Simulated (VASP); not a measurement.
# CuO (Tenorite) (Cc) in VASP: settings compared

Aim: see how the results for CuO (Tenorite) move with the level of theory and the settings. Levels: PBEsol+U, PBEsol. Tasks: single point.

Program: VASP 6.6.1. These are calculated values, not measurements. Logs are shortened: lines on timing, memory, paths and dates and some standing lists are left out, and cuts for length are marked.

## Step 1: The cell of the first run

Symmetry: Cc, No. 9, monoclinic system. The conventional cell has a = 4.689 Å, b = 3.427 Å, c = 5.132 Å, α = 90.00°, β = 99.65°, γ = 90.00°. Within 2.5 Å of Cu (site symmetry 1) lie 4 O at 1.91 to 2.02 Å. O (site symmetry 1) has 4 Cu at 1.91 to 2.02 Å within 2.5 Å.

## Step 2: Single point, PBEsol+U

The input, INCAR:

```
SYSTEM = CuO
ALGO = Normal ; EDIFF = 1E-7
ENCUT = 520 ; GGA = PS
ISIF = 2 ; ISMEAR = -1
LASPH = .True. ; LCHARG = .False.
LDAU = .True. ; LDAUJ = 0 0
LDAUL = 2 -1 ; LDAUPRINT = 1
LDAUTYPE = 2 ; LDAUU = 6 0
LMAXMIX = 4 ; LREAL = .False.
LWAVE = .False. ; NBANDS = 25
NELM = 150 ; PREC = Accurate
SIGMA = 0.05
```

The input, KPOINTS:

```
k-points
0
Gamma
  10 10 5
  0 0 0
```

The input, POSCAR:

```
CuO
1.0
    2.3446500000     -1.7134000000      0.0000000000
    2.3446500000      1.7134000000      0.0000000000
   -0.8605543552      0.0000000000      5.0594363927
Cu O
2 2
Direct
    0.4968000000      0.0032000000      0.5000000000
    0.0032000000      0.4968000000      0.0000000000
    0.4056000000      0.5714000000      0.7537000000
    0.5714000000      0.4056000000      0.2537000000
```

Potentials or basis: VASP PAW PBE potentials, release 64 (Cu, O).

The run is started by

```console
cat potpaw_PBE.64/Cu/POTCAR potpaw_PBE.64/O/POTCAR > POTCAR
mpirun -np 1 vasp_std > vasp.out
```

OUTCAR:

```text
SYSTEM = CuO
   EDIFF = 1E-7
   ENCUT = 520
   GGA = PS
   ISIF = 2
   ISMEAR = -1
   LASPH = .True.
   LREAL = .False.
   NELM = 150
   PREC = Accurate

 ion  position               nearest neighbor table
   1  0.497  0.003  0.500-   4 1.91   3 1.93   4 1.98   3 2.02
   2  0.003  0.497  0.000-   3 1.91   4 1.93   3 1.98   4 2.02
   3  0.406  0.571  0.754-   2 1.91   1 1.93   2 1.98   1 2.02
   4  0.571  0.406  0.254-   1 1.91   2 1.93   1 1.98   2 2.02

  LATTYP: Found a base centered monoclinic cell.
 ALAT       =     4.6893000000
 B/A-ratio  =     0.7307700510
 C/A-ratio  =     1.0944277397
 COS(beta)  =    -0.1676807457

  Lattice vectors:

 A1 = (   2.3446500000,  -1.7134000000,   0.0000000000)
 A2 = (   2.3446500000,   1.7134000000,   0.0000000000)
 A3 = (  -0.8605543552,   0.0000000000,   5.0594363927)

Analysis of symmetry for initial positions (statically):
=====================================================================
 Subroutine PRICEL returns:
 Original cell was already a primitive cell.

 Routine SETGRP: Setting up the symmetry group for a
 base centered monoclinic supercell.

 Subroutine GETGRP returns: Found  2 space group operations
 (whereof  1 operations were pure point group operations)
 out of a pool of  4 trial point group operations.

The static configuration has the point symmetry C_1 .
 The point group associated with its full space group is C_1h.

Analysis of symmetry for dynamics (positions and initial velocities):
=====================================================================
 Subroutine PRICEL returns:
 Original cell was already a primitive cell.

 Routine SETGRP: Setting up the symmetry group for a
 base centered monoclinic supercell.

 Subroutine GETGRP returns: Found  2 space group operations
 (whereof  1 operations were pure point group operations)
 out of a pool of  4 trial point group operations.

The dynamic configuration has the point symmetry C_1 .
 The point group associated with its full space group is C_1h.

 Subroutine INISYM returns: Found  2 space group operations
 (whereof  1 operations are pure point group operations),
 and found     1 'primitive' translations

[... 177 lines left out ...]
spin component  1

  0.9585 -0.0098  0.0093  0.0065 -0.0026
 -0.0098  0.9110  0.0007  0.0769 -0.0247
  0.0093  0.0007  0.9719 -0.0022 -0.0007
  0.0065  0.0769 -0.0022  0.8658  0.0319
 -0.0026 -0.0247 -0.0007  0.0319  0.9580

spin component  2

  0.9585 -0.0098  0.0093  0.0065 -0.0026
 -0.0098  0.9110  0.0007  0.0769 -0.0247
  0.0093  0.0007  0.9719 -0.0022 -0.0007
  0.0065  0.0769 -0.0022  0.8658  0.0319
 -0.0026 -0.0247 -0.0007  0.0319  0.9580

 occupancies and eigenvectors

  o =  0.7972  v =  0.0715  0.5815 -0.0150 -0.7726  0.2439  0.0000  0.0000  0.0000  0.0000  0.0000      0.0000  0.0000  0.0000  0.0000  0.0000  0.0000  0.0000  0.0000  0.0000  0.0000
  o =  0.7972  v =  0.0000  0.0000  0.0000  0.0000  0.0000  0.0715  0.5815 -0.0150 -0.7726  0.2439      0.0000  0.0000  0.0000  0.0000  0.0000  0.0000  0.0000  0.0000  0.0000  0.0000
  o =  0.9539  v =  0.8725  0.1345 -0.4332  0.1736 -0.0529  0.0000  0.0000  0.0000  0.0000  0.0000      0.0000  0.0000  0.0000  0.0000  0.0000  0.0000  0.0000  0.0000  0.0000  0.0000
  o =  0.9539  v =  0.0000  0.0000  0.0000  0.0000  0.0000  0.8725  0.1345 -0.4332  0.1736 -0.0529      0.0000  0.0000  0.0000  0.0000  0.0000  0.0000  0.0000  0.0000  0.0000  0.0000
  o =  0.9673  v = -0.0163 -0.3664 -0.2589 -0.5050 -0.7372  0.0000  0.0000  0.0000  0.0000  0.0000      0.0000  0.0000  0.0000  0.0000  0.0000  0.0000  0.0000  0.0000  0.0000  0.0000
  o =  0.9673  v =  0.0000  0.0000  0.0000  0.0000  0.0000 -0.0163 -0.3664 -0.2589 -0.5050 -0.7372      0.0000  0.0000  0.0000  0.0000  0.0000  0.0000  0.0000  0.0000  0.0000  0.0000
  o =  0.9694  v =  0.0000  0.0000  0.0000  0.0000  0.0000 -0.0879  0.6786  0.2305  0.3015 -0.6227      0.0000  0.0000  0.0000  0.0000  0.0000  0.0000  0.0000  0.0000  0.0000  0.0000
  o =  0.9694  v = -0.0879  0.6786  0.2305  0.3015 -0.6227  0.0000  0.0000  0.0000  0.0000  0.0000      0.0000  0.0000  0.0000  0.0000  0.0000  0.0000  0.0000  0.0000  0.0000  0.0000
  o =  0.9775  v =  0.0000  0.0000  0.0000  0.0000  0.0000 -0.4750  0.2215 -0.8318  0.1642  0.0800      0.0000  0.0000  0.0000  0.0000  0.0000  0.0000  0.0000  0.0000  0.0000  0.0000
  o =  0.9775  v = -0.4750  0.2215 -0.8318  0.1642  0.0800  0.0000  0.0000  0.0000  0.0000  0.0000      0.0000  0.0000  0.0000  0.0000  0.0000  0.0000  0.0000  0.0000  0.0000  0.0000

 number of electron      33.9999999 magnetization

 Free energy of the ion-electron system (eV)
  ---------------------------------------------------
  ext. energy  EPLUGINS =         0.00000000
  ---------------------------------------------------
  free energy    TOTEN  =       -17.41096135 eV

  energy without entropy =      -17.39371519  energy(sigma->0) =      -17.40233827

 E-fermi :   4.8885     XC(G=0): -12.0942

 val. band max:        4.8874096081   @ k =   0.5000   0.5000   0.4000
 cond. band min:       4.8933349587   @ k =   0.5000   0.1000   0.2000
 fundamental gap:      0.0059253506
 Fermi energy:         4.8884613911

 k-point     1 :       0.0000    0.0000    0.0000
  band No.  band energies     occupation
      1     -14.5306      2.00000
      2     -13.1798      2.00000
      3      -3.1547      2.00000
      4      -0.7957      2.00000
      5      -0.5470      2.00000
      6       0.4637      2.00000
[... 661 lines left out ...]
     24      18.6647      0.00000
     25      19.5699      0.00000

 [... further k-points ...]
[... 5 lines left out ...]
  --------------------------------------------------------------------------------------
  -------------------------------------------------------------------------------------
  Total       -1.7586790     -1.1631290     -2.2617842      0.0000000      0.0000000     -0.0589870
  in kB      -69.3151631    -45.8426324    -89.1441454      0.0000000      0.0000000     -2.3248663
  external PRESSURE =     -68.1006469 kB  Pullay stress =       0.0000000 kB

 VOLUME and BASIS-vectors are now :
 -----------------------------------------------------------------------------
  energy-cutoff  :      520.00
  volume of cell :       40.65
      direct lattice vectors                 reciprocal lattice vectors
     2.344650000 -1.713400000  0.000000000     0.213251445 -0.291817439  0.036271720
     2.344650000  1.713400000  0.000000000     0.213251445  0.291817439  0.036271720
    -0.860554355  0.000000000  5.059436393     0.000000000  0.000000000  0.197650474

 POSITION                                       TOTAL-FORCE (eV/Angst)
 -----------------------------------------------------------------------------------
      0.74205     -0.84573      2.52972        -0.537235     -0.277078      0.209903
      1.17233      0.84573      0.00000        -0.537235      0.277078      0.209903
      1.64212      0.28408      3.81330         0.537235     -0.324229     -0.209903
      2.07240     -0.28408      1.28358         0.537235      0.324229     -0.209903
 -----------------------------------------------------------------------------------
    total drift:                               -0.000207      0.000000     -0.000610

  FREE ENERGIE OF THE ION-ELECTRON SYSTEM (eV)
  ---------------------------------------------------
  free  energy   TOTEN  =       -17.4109613460 eV

  energy  without entropy=      -17.3937151942  energy(sigma->0) =      -17.40233827
```

stdout:

```text
POSCAR found type information on POSCAR CuO
 POSCAR found :  2 types and       4 ions
 scaLAPACK will be used
 -----------------------------------------------------------------------------
|                                                                             |
|                                                                             |
|     You enforced a specific xc type in the INCAR file but a different       |
|     I HOPE YOU KNOW WHAT YOU ARE DOING!                                     |
|                                                                             |
 -----------------------------------------------------------------------------

 LDA part: xc-table for (Slater+PW92), standard interpolation
 POSCAR, INCAR and KPOINTS ok, starting setup
 FFT: planning ... GRIDC
 FFT: planning ... GRID_SOFT
 FFT: planning ... GRID
 WAVECAR not read
 entering main loop
```

Wall time 96 s (1 thread of Intel Xeon 6975P-C, shared host); peak memory 0.25 GiB.

Results:

```yaml
Free_energy: -17.4110 eV
Pressure: -6.8 GPa
Largest_force: 0.662 eV/Å
Band_gap_on_the_k_mesh: zero (band 17 reaches 5.16 eV, above the bottom of band 18 at 4.50 eV)
```

Forces on the atoms (eV/Å):
```
Cu  -0.537 -0.277  0.210
Cu  -0.537  0.277  0.210
O    0.537 -0.324 -0.210
O    0.537  0.324 -0.210
```

Stress tensor (GPa, compression positive):
```
-6.93  0.00 -0.23
 0.00 -4.58  0.00
-0.23  0.00 -8.91
```

Levels at points of the mesh, in eV from the Fermi level:
| k point | band 14 | band 15 | band 16 | band 17 | band 18 | band 19 | band 20 | band 21 |
| --- | --- | --- | --- | --- | --- | --- | --- | --- |
| (0.00, 0.00, 0.00) | -2.57 | -2.48 | -2.15 | 0.25 | 0.97 | 1.97 | 6.56 | 8.47 |
| (0.50, 0.00, 0.00) | -2.46 | -2.23 | -1.75 | 0.05 | 0.38 | 5.46 | 6.88 | 7.34 |
| (0.50, 0.50, 0.00) | -3.30 | -2.10 | -2.07 | -1.00 | 1.15 | 3.96 | 7.55 | 9.20 |

Eigenvalues of the final occupation matrices:
| site | spin | trace | eigenvalues |
| --- | --- | --- | --- |
| site 1 d | 1 | 4.67 | 0.80 0.95 0.97 0.97 0.98 |
| site 1 d | 2 | 4.67 | 0.80 0.95 0.97 0.97 0.98 |
| site 2 d | 1 | 4.67 | 0.80 0.95 0.97 0.97 0.98 |
| site 2 d | 2 | 4.67 | 0.80 0.95 0.97 0.97 0.98 |

Caveat: the PAW data sets were made with another functional, which shifts forces and pressure a little; U without spin polarisation on a metal has little footing.

## Step 3: Single point, PBEsol+U

The input, INCAR:

```
PREC = Accurate
ENCUT = 520
EDIFF = 1E-7
ISMEAR = -1
SIGMA = 0.05
LREAL = False
LASPH = True
NELM = 150
ALGO = Normal
ISIF = 2
LWAVE = False
LCHARG = False
LMAXMIX = 4
LDAU = True
LDAUTYPE = 2
LDAUL = 2 -1
LDAUU = 8 0
LDAUJ = 0 0
LDAUPRINT = 1
GGA = PS
NBANDS = 25
```

The input, KPOINTS:

```
regular mesh
0
Gamma
  10 10 5
```

POSCAR is that of step 2.

Potentials or basis: VASP PAW PBE potentials, release 64 (Cu, O).

The run is started by

```console
cat potpaw_PBE.64/Cu/POTCAR potpaw_PBE.64/O/POTCAR > POTCAR
mpirun -np 1 vasp_std > vasp.out
```

Wall time 1.7 min (1 thread of Intel Xeon 6975P-C, shared host); peak memory 0.25 GiB.

It converged, with:

| Quantity | Value |
| --- | --- |
| Free energy | -16.3044 eV |
| Pressure | -8.5 GPa |
| Largest force | 0.629 eV/Å |
| Band gap on the k mesh | zero (band 17 reaches 4.93 eV, above the bottom of band 18 at 4.25 eV) |

Forces in eV/Å, atoms in the order of the input:
```
Cu  -0.504 -0.254  0.197
Cu  -0.504  0.254  0.197
O    0.504 -0.321 -0.197
O    0.504  0.321 -0.197
```

Stress tensor (GPa, compression positive):
```
 -8.58   0.00   0.15
  0.00  -6.05   0.00
  0.15   0.00 -10.91
```

Levels at points of the mesh, in eV from the Fermi level:
```csv
k point,band 14,band 15,band 16,band 17,band 18,band 19,band 20,band 21
"(0.00, 0.00, 0.00)",-2.42,-2.42,-2.00,0.26,0.98,2.12,6.80,8.61
"(0.50, 0.00, 0.00)",-2.70,-2.44,-1.75,0.07,0.40,5.71,7.12,7.50
"(0.50, 0.50, 0.00)",-3.24,-2.37,-2.24,-1.10,1.16,4.23,7.77,9.48
```

Eigenvalues of the final occupation matrices:
| site | spin | trace | eigenvalues |
| --- | --- | --- | --- |
| site 1 d | 1 | 4.70 | 0.81 0.96 0.97 0.97 0.98 |
| site 1 d | 2 | 4.70 | 0.81 0.96 0.97 0.97 0.98 |
| site 2 d | 1 | 4.70 | 0.81 0.96 0.97 0.97 0.98 |
| site 2 d | 2 | 4.70 | 0.81 0.96 0.97 0.97 0.98 |

Caveat: the PAW data sets were made with another functional, which shifts forces and pressure a little; U without spin polarisation on a metal has little footing.

## Step 4: Single point, PBEsol

This run uses another cell than the first one, of 10.37 Å³/atom, 1.020 times its volume.

The input, INCAR:

```
SYSTEM = CuO
ALGO = Normal
EDIFF = 1E-6
ENCUT = 700
GGA = PS
GGA_COMPAT = .False.
ISIF = 2
ISMEAR = -1
LASPH = .True.
LCHARG = .True.
LELF = .True.
LREAL = .False.
LVHAR = .True.
LWAVE = .False.
NBANDS = 33
NELM = 120
PREC = Accurate
SIGMA = 0.05
```

The input, KPOINTS:

```
k-points
0
Gamma
  8 8 5
  0 0 0
```

The input, POSCAR:

```
CuO
1.0
    2.3680965000     -1.7305340000      0.0000000000
    2.3680965000      1.7305340000      0.0000000000
   -0.8691598988      0.0000000000      5.0594363927
Cu O
2 2
Direct
    0.4968000000      0.0032000000      0.5000000000
    0.0032000000      0.4968000000      0.0000000000
    0.4056000000      0.5714000000      0.7537000000
    0.5714000000      0.4056000000      0.2537000000
```

Potentials or basis: VASP PAW PBE potentials, release 64 (Cu_sv_GW, O).

The run is started by

```console
cat potpaw_PBE.64/Cu_sv_GW/POTCAR potpaw_PBE.64/O/POTCAR > POTCAR
mpirun -np 1 vasp_std > vasp.out
```

Wall time 2.8 min (1 thread of Intel Xeon Platinum 8488C (Sapphire Rapids), shared host); peak memory 0.32 GiB.

Results (log left out):

```
Free energy            : -21.4660 eV
Pressure               : -8.4 GPa
Largest force          : 0.751 eV/Å
Band gap on the k mesh : zero (band 25 reaches 5.51 eV, above the bottom of band 26 at 5.02 eV)
```

Forces in eV/Å, atoms in the order of the input:
```
Cu  -0.570 -0.300  0.212
Cu  -0.570  0.300  0.212
O    0.570 -0.441 -0.212
O    0.570  0.441 -0.212
```

Stress tensor (GPa, compression positive):
```
-9.60  0.00 -0.64
 0.00 -5.77  0.00
-0.64  0.00 -9.92
```

Levels at points of the mesh, in eV from the Fermi level:
```csv
k point,band 22,band 23,band 24,band 25,band 26,band 27,band 28,band 29
"(0.00, 0.00, 0.00)",-2.14,-2.06,-1.56,0.22,0.91,1.55,5.79,7.99
"(0.50, 0.00, 0.00)",-1.54,-1.45,-1.35,-0.04,0.29,4.81,6.04,6.73
"(0.50, 0.50, 0.00)",-2.05,-1.65,-1.19,-0.63,1.04,3.21,6.83,8.40
```

Caveat: the PAW data sets were made with another functional, which shifts forces and pressure a little; semilocal functionals often make such compounds metallic where correlation or magnetic order opens a gap, which also shifts bond lengths.

## Step 5: Overview

```csv
level,potentials or basis,U,cell,k mesh,cutoff (eV),second run,gap on the mesh (eV),pressure (GPa),largest force (eV/Å)
PBEsol+U,"VASP PAW PBE potentials, release 64 (Cu, O)",Cu d U = 6.0 eV,"a = 2.904, b = 2.904, c = 5.132 Å, angles 97.8, 97.8, 72.3°, 4 atoms",10 × 10 × 5,520,-,none,-6.8,0.66
PBEsol+U,"VASP PAW PBE potentials, release 64 (Cu, O)",Cu d U = 8.0 eV,"a = 2.904, b = 2.904, c = 5.132 Å, angles 97.8, 97.8, 72.3°, 4 atoms",10 × 10 × 5,520,-,none,-8.5,0.63
PBEsol,"VASP PAW PBE potentials, release 64 (Cu_sv_GW, O)",-,"a = 2.933, b = 2.933, c = 5.134 Å, angles 97.9, 97.9, 72.3°, 4 atoms",8 × 8 × 5,700,valence_matched,none,-8.4,0.75
```

Alike in all rows: task single point; no spin polarisation; smearing fermi-dirac 0.05 eV.

Caveats: the PAW data sets were made with another functional, which shifts forces and pressure a little; U without spin polarisation on a metal has little footing (some runs); semilocal functionals often make such compounds metallic where correlation or magnetic order opens a gap, which also shifts bond lengths (some runs).

Absolute energies hang on the potentials; compare differences alone.
